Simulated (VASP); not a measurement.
A run of VASP 6.6.1 is set up as follows.

INCAR

```
SYSTEM = Al
  ALGO = Normal
  EDIFF = 1E-6
  ENCUT = 520
  GGA = RE
  ISIF = 2
  ISMEAR = -1
  IVDW = 12
  LASPH = .True.
  LCHARG = .False.
  LREAL = .False.
  LWAVE = .False.
  NBANDS = 8
  NELM = 80
  PREC = Accurate
  SIGMA = 0.05
```

Contents of KPOINTS:

```
k-points
0
Gamma
  11 11 11
  0 0 0
```

File POSCAR:

```
Al
1.0
   -0.0004699998      1.9696176834      1.9711295447
    1.9705068377      0.0000844503      1.9705739827
    1.9838107763      1.9829409011     -0.0132122149
Al
1
Direct
    0.0000000000      0.0000000000      0.0000000000
```

Potentials or basis: VASP PAW PBE potentials, release 64 (Al).

The run is started by

```sh
$ cat potpaw_PBE.64/Al/POTCAR > POTCAR
$ mpirun -np 1 vasp_std > vasp.out
```

Problem. What does it give for the dispersion energy per atom?

Solution. -0.684 eV.

Problem. Estimate the pressure.

Solution. -0.2 GPa.

Problem. Estimate the band gap on the k mesh.

Solution. Zero (an odd number of electrons rules out a gap without spin polarisation).

Caveat: the PAW data sets were made with another functional, which shifts forces and pressure a little.
